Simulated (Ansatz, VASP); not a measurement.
**BaS: VASP beside Ansatz**

```
Ba S
1.0
     0.00000    3.21191    3.21191
     3.21191    0.00000    3.21191
     3.21191    3.21191    0.00000
Ba S
1 1
Direct
  0.00000 0.00000 0.00000
  0.50000 0.50000 0.50000
```

Alike in both runs: task single point; functional PBE; k mesh 8 × 8 × 8; no spin polarisation.

|  | VASP | Ansatz |
| --- | --- | --- |
| version | VASP 6.6.1 | Ansatz 0.2.0 |
| potentials or method | VASP PAW PBE potentials, release 64 (Ba_sv, S) | plane waves, PAW |
| plane-wave cutoff (eV) | 520 | 420 |
| occupations | gaussian, width 0.01 eV | fixed |
| valence electrons in the cell | 16 | 16 |

|  | VASP | Ansatz | Ansatz less VASP |
| --- | --- | --- | --- |
| gap on the k mesh at the Fermi level (eV) | 2.14 | 2.23 | +0.095 |
| pressure (GPa) | 0.6 | 0.1 | -0.55 |

Spin-orbit coupling is off throughout.
